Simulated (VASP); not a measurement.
Set up this calculation in VASP 6.6.1, as the native input.

* Task: single point
* Functional: PBE
* Potentials or basis: VASP PAW PBE potentials, release 64 (Co)
* Cutoff: 520 eV
* k mesh: 20 × 20 × 12
* Occupations: gaussian, width 0.05 eV
* Spin: collinear spin, antiferromagnetic start
* Starting moments: [1.5, -1.5] μB
* Dipole correction: no
* Further INCAR settings: ALGO = Fast; EDIFF = 1e-06; NBANDS = 20

The structure of Co lies in POSCAR:

```
Co
1.0
    2.4937131675      0.0000000000      0.0000000000
   -1.2468565838      2.1596189528      0.0000000000
    0.0000000000      0.0000000000      4.0300901878
Co
2
Direct
    0.3333333333      0.6666666667      0.2500000000
    0.6666666667      0.3333333333      0.7500000000
```

These files were run (other wordings do the same):

INCAR

```
PREC = Accurate ; ENCUT = 520
EDIFF = 1E-6 ; ISMEAR = 0
SIGMA = 0.05 ; LREAL = F
LASPH = T ; NELM = 150
ALGO = Fast ; ISIF = 2
LWAVE = F ; LCHARG = F
ISPIN = 2 ; MAGMOM = 1.5 -1.5
LORBIT = 11 ; LMAXMIX = 4
GGA = PE ; NBANDS = 20
```

KPOINTS

```
Automatic mesh
0
Gamma
  20 20 12
```

Potentials or basis: VASP PAW PBE potentials, release 64 (Co).

Launch:

```bash
$ cat potpaw_PBE.64/Co/POTCAR > POTCAR
$ mpirun -np 1 vasp_std > vasp.out
```

Results of the run:

```
Pressure                                              : -7.3 GPa
Band gap on the k mesh                                : zero (filled and empty bands overlap)
Net moment                                            : 0.00 μB per cell
Site moments                                          : Co +0.93, -0.93 μB
Valence electrons inside the program's atomic spheres : Co 8.27
```

Run time: 10 min on 1 thread of Oxide Virtual Turin-like Processor, with other jobs on the host, peak memory 0.26 GiB.
